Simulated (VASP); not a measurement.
Input of a VASP 6.6.1 run:

INCAR

```
SYSTEM = SnO2
PREC = Accurate
ENCUT = 520
EDIFF = 1E-6
ISMEAR = 0
SIGMA = 0.05
LREAL = .FALSE.
LASPH = .TRUE.
NELM = 100
ALGO = Normal
ISIF = 2
LWAVE = .FALSE.
LCHARG = .TRUE.
GGA = CA
LELF = .TRUE.
LVHAR = .TRUE.
NBANDS = 35
```

File KPOINTS:

```
Automatic mesh
0
G
  6 6 8
  0 0 0
```

Contents of POSCAR:

```
SnO2
1.0
    4.7207174017      0.0000000000      0.0000000000
    0.0000000000      4.7207174017      0.0000000000
    0.0000000000      0.0000000000      3.1887553105
Sn O
2 4
Direct
    0.0000000000      0.0000000000     -0.0526851337
    0.5000000000      0.5000000000      0.5526851337
    0.2165333303      0.3956797689      0.0306530775
    0.2834666697      0.8956797689      0.4693469225
    0.7834666697      0.6043202311      0.0306530775
    0.7165333303      0.1043202311      0.4693469225
```

Potentials or basis: VASP PAW LDA potentials, release 64 (Sn_d, O).

Run with:

```bash
$ cat potpaw_LDA.64/Sn_d/POTCAR potpaw_LDA.64/O/POTCAR > POTCAR
$ mpirun -np 1 vasp_std > vasp.out
```

Question: Predict the band gap on the k mesh.

Answer: 0.37 eV, direct.

Question: Estimate the pressure.

Answer: -8.5 GPa.

Question: Estimate the largest force.

Answer: 2.349 eV/Å.

Stress tensor (GPa, compression positive):
```
 -4.45   0.00   0.00
  0.00  -8.36   0.00
  0.00   0.00 -12.74
```

Caveat: the cell differs from its parent crystal (mode 4 frozen in at -0.598 Å and mode 5 at -0.168 Å (largest displacements)); spin-orbit coupling is left out, which moves the levels of the heavy elements; forces of over 1 eV/Å act on the atoms, so gaps and moduli don't describe the material at rest.
